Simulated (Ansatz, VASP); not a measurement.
This is a calculation of Hf for Ansatz 0.2.0.

Contents of input.yaml:

```yaml
crystal:
  lattice:
    - [0.0, 2.2492138765, 2.2492138765]
    - [2.2492138765, 0.0, 2.2492138765]
    - [2.2492138765, 2.2492138765, 0.0]
  atoms:
    - { symbol: Hf, position: [0.0, 0.0, 0.0] }
kpoints:
  mp_grid: { grid: [10, 10, 10] }
scf:
  occupations: { method: fermi_dirac, width: 0.05 }
hamiltonian:
  xc: pbesol
  pseudopotentials: { kind: all_electron, lapw: { basis_error: 0.001 } }
output:
  forces: true
  stress: true
  eigenvalues: true
```

Potentials or basis: all-electron LAPW, scalar-relativistic.

Run with:

```bash
$ ansatz run input.yaml --threads 1 --pin off --max-ram 3072MiB --backend cpu --events-out ev --progress --plain --runs-dir out
```

Question: Translate it to VASP 6.6.1. Potentials there: VASP PAW PBE potentials, release 64 (Hf_pv).

Answer: As run (the cutoff follows the program's own potentials):

File INCAR:

```
SYSTEM = Hf
PREC     = Accurate       ! precision mode
ENCUT    = 520            ! plane-wave cutoff, eV
EDIFF    = 1E-7           ! SCF threshold, eV
ISMEAR   = -1             ! smearing method
SIGMA    = 0.05           ! smearing width, eV
LREAL    = .False.        ! projectors in reciprocal space
LASPH    = .True.         ! aspherical terms in the spheres
NELM     = 100            ! most SCF steps
ALGO     = Normal         ! electronic algorithm
ISIF     = 2              ! what is computed and relaxed
LWAVE    = .False.        ! write WAVECAR
LCHARG   = .False.        ! write CHGCAR
GGA      = PS             ! functional
NBANDS   = 11             ! bands
```

The input KPOINTS:

```
regular mesh
0
Gamma
  10 10 10
  0 0 0
```

Contents of POSCAR:

```
Hf
1.0
    0.0000000000      2.2492138765      2.2492138765
    2.2492138765      0.0000000000      2.2492138765
    2.2492138765      2.2492138765      0.0000000000
Hf
1
Direct
    0.0000000000      0.0000000000      0.0000000000
```

Potentials or basis: VASP PAW PBE potentials, release 64 (Hf_pv).

Run with:

```bash
$ cat potpaw_PBE.64/Hf_pv/POTCAR > POTCAR
$ mpirun -np 1 vasp_std > vasp.out
```

Both were run:

|  | VASP | Ansatz | Ansatz less VASP |
| --- | --- | --- | --- |
| gap on the k mesh at the Fermi level (eV) | none | none | - |
| pressure (GPa) | -5.9 | -5.5 | +0.42 |

VASP's potentials were made for PBE, not for PBEsol. A gap of «none» marks a metal or a gap that the smearing closes. Ansatz ran all-electron here, and VASP with PAW potentials.

Spin-orbit coupling is off throughout.
